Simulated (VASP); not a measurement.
# Hg (P6_3/mmc) in VASP: single point with r2SCAN

Aim: the single point of Hg with r2SCAN.

Everything below comes from runs of VASP 6.6.1. Logs are shortened: lines on timing, memory, paths and dates and some standing lists are left out, and cuts for length are marked.

## Step 1: The cell of the first run

Symmetry: P6_3/mmc, No. 194, hexagonal system. Conventional cell: a = 3.474 Å, b = 3.474 Å, c = 5.384 Å, α = 90.00°, β = 90.00°, γ = 120.00°. Hg (site symmetry -6m2) has 12 Hg at 3.36 to 3.47 Å within 4.4 Å.

## Step 2: Single point, r2SCAN (28.14 Å³/atom)

POSCAR reads:

```
Hg
1.0
    3.4743421248      0.0000000000      0.0000000000
   -1.7371710624      3.0088685415      0.0000000000
    0.0000000000      0.0000000000      5.3836028597
Hg
2
Direct
    0.3333333333      0.6666666667      0.7500000000
    0.6666666667      0.3333333333      0.2500000000
```

INCAR.step1 reads:

```
SYSTEM = Hg
  ALGO = Normal
  EDIFF = 1E-4
  ENCUT = 520
  GGA = PE
  ISMEAR = 0
  LASPH = .TRUE.
  LCHARG = .FALSE.
  LREAL = .FALSE.
  LWAVE = .TRUE.
  NBANDS = 19
  NELM = 100
  PREC = Accurate
  SIGMA = 0.05
```

INCAR.step2 reads:

```
SYSTEM = Hg
  ALGO = Normal
  EDIFF = 1E-7
  ENCUT = 520
  ISIF = 2
  ISMEAR = 0
  ISTART = 1
  LASPH = .TRUE.
  LCHARG = .FALSE.
  LMIXTAU = .TRUE.
  LREAL = .FALSE.
  LWAVE = .FALSE.
  METAGGA = R2SCAN
  NBANDS = 19
  NELM = 100
  PREC = Accurate
  SIGMA = 0.05
```

KPOINTS reads:

```
k-points
0
G
  14 14 8
  0 0 0
```

Potentials or basis: VASP PAW PBE potentials, release 64 (Hg).

Command:

```console
$ cat potpaw_PBE.64/Hg/POTCAR > POTCAR
$ cp INCAR.step1 INCAR
$ mpirun -np 1 vasp_std > vasp.out
$ cp INCAR.step2 INCAR
$ mpirun -np 1 vasp_std > vasp.out
```

OUTCAR:

```text
SYSTEM = Hg
   EDIFF = 1E-7
   ENCUT = 520
   ISIF = 2
   ISMEAR = 0
   ISTART = 1
   LASPH = .TRUE.
   LREAL = .FALSE.
   METAGGA = R2SCAN
   NELM = 100
   PREC = Accurate

 ion  position               nearest neighbor table
   1  0.333  0.667  0.750-   2 3.36   2 3.36   2 3.36   2 3.36   2 3.36   2 3.36
   2  0.667  0.333  0.250-   1 3.36   1 3.36   1 3.36   1 3.36   1 3.36   1 3.36

  LATTYP: Found a hexagonal cell.
 ALAT       =     3.4743421248
 C/A-ratio  =     1.5495315851

  Lattice vectors:

 A1 = (   3.4743421248,   0.0000000000,   0.0000000000)
 A2 = (  -1.7371710624,   3.0088685415,   0.0000000000)
 A3 = (   0.0000000000,   0.0000000000,   5.3836028597)

Analysis of symmetry for initial positions (statically):
=====================================================================
 Subroutine PRICEL returns:
 Original cell was already a primitive cell.

 Routine SETGRP: Setting up the symmetry group for a
 hexagonal supercell.

 Subroutine GETGRP returns: Found 24 space group operations
 (whereof 12 operations were pure point group operations)
 out of a pool of 24 trial point group operations.

The static configuration has the point symmetry D_3d.
 The point group associated with its full space group is D_6h.

Analysis of symmetry for dynamics (positions and initial velocities):
=====================================================================
 Subroutine PRICEL returns:
 Original cell was already a primitive cell.

 Routine SETGRP: Setting up the symmetry group for a
 hexagonal supercell.

 Subroutine GETGRP returns: Found 24 space group operations
 (whereof 12 operations were pure point group operations)
 out of a pool of 24 trial point group operations.

The dynamic configuration has the point symmetry D_3d.
 The point group associated with its full space group is D_6h.

 Subroutine INISYM returns: Found 24 space group operations
 (whereof 12 operations are pure point group operations),
 and found     1 'primitive' translations

----------------------------------------------------------------------------------------

                                     Primitive cell

  volume of cell :      56.2793

  direct lattice vectors                    reciprocal lattice vectors
     3.474342125  0.000000000  0.000000000     0.287824274  0.166175422  0.000000000
    -1.737171062  3.008868542  0.000000000     0.000000000  0.332350844  0.000000000
     0.000000000  0.000000000  5.383602860     0.000000000  0.000000000  0.185749214

  length of vectors
     3.474342125  3.474342125  5.383602860     0.332350844  0.332350844  0.185749214

  position of ions in fractional coordinates (direct lattice)
     0.333333333  0.666666667  0.750000000
     0.666666667  0.333333333  0.250000000

  ion indices of the primitive-cell ions
   primitive index   ion index
                 1           1
                 2           2

----------------------------------------------------------------------------------------

 KPOINTS: k-points

Automatic generation of k-mesh.
 Grid dimensions read from file:
 generate k-points for:   14   14    8

 Generating k-lattice:

  Cartesian coordinates                     Fractional coordinates (reciprocal lattice)
     0.020558877  0.011869673  0.000000000     0.071428571  0.000000000  0.000000000
     0.000000000  0.023739346  0.000000000     0.000000000  0.071428571  0.000000000
     0.000000000  0.000000000  0.023218652     0.000000000  0.000000000  0.125000000

  Length of vectors
     0.023739346  0.023739346  0.023218652

  Shift w.r.t. Gamma in fractional coordinates (k-lattice)
     0.000000000  0.000000000  0.000000000

 Subroutine IBZKPT returns following result:
 ===========================================

 Found    120 irreducible k-points:

 Following reciprocal coordinates:
            Coordinates               Weight
  0.000000  0.000000  0.000000      1.000000
  0.071429 -0.000000  0.000000      6.000000
  0.142857 -0.000000  0.000000      6.000000
  0.214286  0.000000  0.000000      6.000000
  0.285714  0.000000  0.000000      6.000000
  0.357143  0.000000  0.000000      6.000000
[... 16 lines left out ...]
  0.285714  0.285714  0.000000      6.000000
  0.357143  0.285714  0.000000      6.000000
 [... further k-points ...]
   k-points           NKPTS =    120   k-points in BZ     NKDIM =    120   number of bands    NBANDS=     19
   number of dos      NEDOS =    301   number of ions     NIONS =      2
   total plane-waves  NPLWV =  31360
   dimension x,y,z NGX =    28 NGY =   28 NGZ =   40
   dimension x,y,z NGXF=    56 NGYF=   56 NGZF=   80
   ions per type =               2
   NGX,Y,Z   is equivalent  to a cutoff of  13.40, 13.40, 12.35 a.u.
   NGXF,Y,Z  is equivalent  to a cutoff of  26.80, 26.80, 24.70 a.u.
 SYSTEM =  Hg
   PREC   = accura    normal or accurate (medium, high low for compatibility)
   ISTART =      1    job   : 0-new  1-cont  2-samecut
   ICHARG =      0    charge: 1-file 2-atom 10-const
   ISPIN  =      1    spin polarized calculation?
   LNONCOLLINEAR =      F non collinear calculations
   LSORBIT =      F    spin-orbit coupling
   LASPH  =      T    aspherical Exc in radial PAW
   ENCUT  =  520.0 eV  38.22 Ry    6.18 a.u.   6.46  6.46 10.01*2*pi/ulx,y,z
   NELM   =    100;   NELMIN=  2; NELMDL=  0     # of ELM steps
   EDIFF  = 0.1E-06   stopping-criterion for ELM
   LREAL  =      F    real-space projection
   EDIFFG = 0.1E-05   stopping-criterion for IOM
   NSW    =      0    number of steps for IOM
   IBRION =     -1    ionic relax: 0-MD 1-quasi-New 2-CG
   NFREE  =      0    steps in history (QN), initial steepest desc. (CG)
   ISIF   =      2    stress and relaxation
   ISYM   =      2    0-nonsym 1-usesym 2-fastsym
   POTIM  = 0.5000    time-step for ionic-motion
   TEBEG  =    0.0;   TEEND  =   0.0 temperature during run
   PSTRESS=    0.0 pullay stress
   NELECT =      24.0000    total number of electrons
   NUPDOWN=      -1.0000    fix difference up-down
   EMIN   =  10.00;   EMAX   =-10.00  energy-range for DOS
   EFERMI =   0.00;   METHOD = LEGACY
   ISMEAR =     0;   SIGMA  =   0.05  broadening in eV -4-tet -1-fermi 0-gaus
   EFERMI_NEDOS =   21; number of points for ismear=-14 and -15
   IALGO  =     38    algorithm
   IMIX   =      4    mixing-type and parameters
     AMIX     =   0.40;   BMIX     =  1.00
     AMIX_MAG =   1.60;   BMIX_MAG =  1.00
  volume/ion in A,a.u.               =      28.14       189.90
  Fermi-wavevector in a.u.,A,eV,Ry     =   1.232241  2.328598 20.659328  1.518418
  Thomas-Fermi vector in A             =   2.367019
   LORBIT       =      0    0 simple, 1 ext, 2 COOP (PROOUT), +10 PAW based schemes
   METAGGA = R2SCAN    functional components
   LHFCALC =     F    Hartree Fock is set to
   AEXX    =    0.0000 exact exchange contribution
   IVDW    =     0    specifies the selected vdW correction
   LEPSILON=     F    determine dielectric tensor
   LRPA    =     F    only Hartree local field effects (RPA)
 non-spin polarized calculation
 Gauss-broadening in eV      SIGMA  =   0.05
  energy-cutoff  :      520.00
  volume of cell :       56.28
 maximum number of plane-waves:      1538
 NGX is ok and might be reduce to    28
   NGX = 13   NGY = 13   NGZ = 21

 number of electron      24.0000005 magnetization

 Free energy of the ion-electron system (eV)
  ---------------------------------------------------
  ext. energy  EPLUGINS =         0.00000000
  ---------------------------------------------------
  free energy    TOTEN  =       -98.72511845 eV

  energy without entropy =      -98.72492410  energy(sigma->0) =      -98.72502128

 E-fermi :   0.9774     XC(G=0): -10.4124

 val. band max:        0.9576565461   @ k =   0.2143   0.2143   0.0000
 cond. band min:       1.0106444787   @ k =   0.0714  -0.0000   0.0000
 fundamental gap:      0.0529879326
 Fermi energy:         0.9773810997

 k-point     1 :       0.0000    0.0000    0.0000
  band No.  band energies     occupation
      1      -6.5356      2.00000
      2      -6.0694      2.00000
      3      -5.4356      2.00000
      4      -5.4356      2.00000
      5      -5.3942      2.00000
      6      -5.3267      2.00000
[... 11 lines left out ...]
     18      14.4765      0.00000
     19      15.2773      0.00000

 k-point     2 :       0.0714   -0.0000    0.0000
  band No.  band energies     occupation
      1      -6.4412      2.00000
      2      -6.0317      2.00000
      3      -5.4839      2.00000
      4      -5.4030      2.00000
      5      -5.3420      2.00000
      6      -5.3272      2.00000
[... 11 lines left out ...]
     18      15.2428      0.00000
     19      15.7736      0.00000

 k-point     3 :       0.1429   -0.0000    0.0000
  band No.  band energies     occupation
      1      -6.1852      2.00000
      2      -5.9435      2.00000
      3      -5.5249      2.00000
      4      -5.3782      2.00000
      5      -5.3559      2.00000
      6      -5.3422      2.00000
[... 11 lines left out ...]
     18      15.0729      0.00000
     19      15.1538      0.00000

 k-point     4 :       0.2143    0.0000    0.0000
  band No.  band energies     occupation
      1      -5.9146      2.00000
      2      -5.8929      2.00000
      3      -5.4898      2.00000
      4      -5.4595      2.00000
      5      -5.4178      2.00000
      6      -5.3005      2.00000
[... 11 lines left out ...]
     18      13.6230      0.00000
     19      14.7455      0.00000

 k-point     5 :       0.2857    0.0000    0.0000
  band No.  band energies     occupation
      1      -5.9338      2.00000
      2      -5.8245      2.00000
      3      -5.6285      2.00000
      4      -5.4809      2.00000
      5      -5.3278      2.00000
      6      -5.1618      2.00000
[... 11 lines left out ...]
     18      13.0986      0.00000
     19      14.0364      0.00000

 k-point     6 :       0.3571    0.0000    0.0000
  band No.  band energies     occupation
      1      -6.0014      2.00000
      2      -5.8337      2.00000
      3      -5.7576      2.00000
      4      -5.5339      2.00000
      5      -5.2364      2.00000
      6      -5.1425      2.00000
[... 11 lines left out ...]
     18      12.8204      0.00000
     19      13.3940      0.00000

 k-point     7 :       0.4286    0.0000    0.0000
  band No.  band energies     occupation
      1      -6.0531      2.00000
      2      -5.8587      2.00000
      3      -5.8461      2.00000
      4      -5.5689      2.00000
      5      -5.1803      2.00000
      6      -5.1785      2.00000
[... 11 lines left out ...]
     18      12.6777      0.00000
     19      12.9668      0.00000

 k-point     8 :       0.5000    0.0000    0.0000
  band No.  band energies     occupation
      1      -6.0719      2.00000
      2      -5.8773      2.00000
      3      -5.8696      2.00000
      4      -5.5812      2.00000
      5      -5.1904      2.00000
      6      -5.1610      2.00000
[... 256 lines left out ...]
 k-point    20 :       0.2143    0.2143    0.0000
  band No.  band energies     occupation
      1      -5.7942      2.00000
      2      -5.7655      2.00000
      3      -5.7239      2.00000
      4      -5.5075      2.00000
      5      -5.2892      2.00000
      6      -5.2121      2.00000
[... 11 lines left out ...]
     18      10.6964      0.00000
     19      12.3923      0.00000

 k-point    21 :       0.2857    0.2143    0.0000
  band No.  band energies     occupation
      1      -5.8819      2.00000
      2      -5.7791      2.00000
      3      -5.6875      2.00000
      4      -5.5048      2.00000
      5      -5.2467      2.00000
      6      -5.2344      2.00000
[... 11 lines left out ...]
     18       9.5126      0.00000
     19      11.8426      0.00000

 k-point    22 :       0.3571    0.2143    0.0000
  band No.  band energies     occupation
      1      -5.9293      2.00000
      2      -5.7980      2.00000
      3      -5.6685      2.00000
      4      -5.4941      2.00000
      5      -5.2778      2.00000
      6      -5.2143      2.00000
[... 11 lines left out ...]
     18       9.1441      0.00000
     19      11.6047      0.00000

 k-point    23 :       0.2857    0.2857    0.0000
  band No.  band energies     occupation
      1      -5.9366      2.00000
      2      -5.6830      2.00000
      3      -5.6617      2.00000
      4      -5.4673      2.00000
      5      -5.3042      2.00000
      6      -5.3002      2.00000
[... 11 lines left out ...]
     18       8.6233      0.00000
     19      11.1961      0.00000

 k-point    24 :       0.3571    0.2857    0.0000
  band No.  band energies     occupation
      1      -5.9557      2.00000
      2      -5.6666      2.00000
      3      -5.6232      2.00000
      4      -5.4346      2.00000
      5      -5.3484      2.00000
      6      -5.3345      2.00000
[... 11 lines left out ...]
     18       7.9188      0.00000
     19      10.9915      0.00000

 [... further k-points ...]

------------------------ aborting loop because EDIFF is reached ----------------------------------------

  FORCE on cell =-STRESS in cart. coord.  units (eV):
  Direction    XX          YY          ZZ          XY          YZ          ZX
  --------------------------------------------------------------------------------------
  -------------------------------------------------------------------------------------
  Total        0.0354977      0.0354977      0.1042438      0.0000000      0.0000000      0.0000000
  in kB        1.0105602      1.0105602      2.9676465      0.0000000      0.0000000      0.0000000
  external PRESSURE =       1.6629223 kB  Pullay stress =       0.0000000 kB

 VOLUME and BASIS-vectors are now :
 -----------------------------------------------------------------------------
  energy-cutoff  :      520.00
  volume of cell :       56.28
      direct lattice vectors                 reciprocal lattice vectors
     3.474342125  0.000000000  0.000000000     0.287824274  0.166175422  0.000000000
    -1.737171062  3.008868542  0.000000000     0.000000000  0.332350844  0.000000000
     0.000000000  0.000000000  5.383602860     0.000000000  0.000000000  0.185749214

 POSITION                                       TOTAL-FORCE (eV/Angst)
 -----------------------------------------------------------------------------------
     -0.00000      2.00591      4.03770        -0.000000     -0.000000      0.000000
      1.73717      1.00296      1.34590         0.000000      0.000000      0.000000
 -----------------------------------------------------------------------------------
    total drift:                               -0.000000      0.000000     -0.000000

  FREE ENERGIE OF THE ION-ELECTRON SYSTEM (eV)
  ---------------------------------------------------
  free  energy   TOTEN  =       -98.7251184522 eV

  energy  without entropy=      -98.7249241005  energy(sigma->0) =      -98.72502128
```

Run time: 18 min. Hardware: 1 thread of AMD EPYC 7R43 (Zen 3), shared host; peak memory 0.22 GiB.

What came out:

```
Free energy            : -98.7251 eV
Pressure               : 0.2 GPa
Band gap on the k mesh : zero (bands 12 and 13 overlap by 0.11 eV)
```

Caveat: the PAW data sets were made with another functional, which shifts forces and pressure a little; spin-orbit coupling is left out, which moves the levels of the heavy elements.
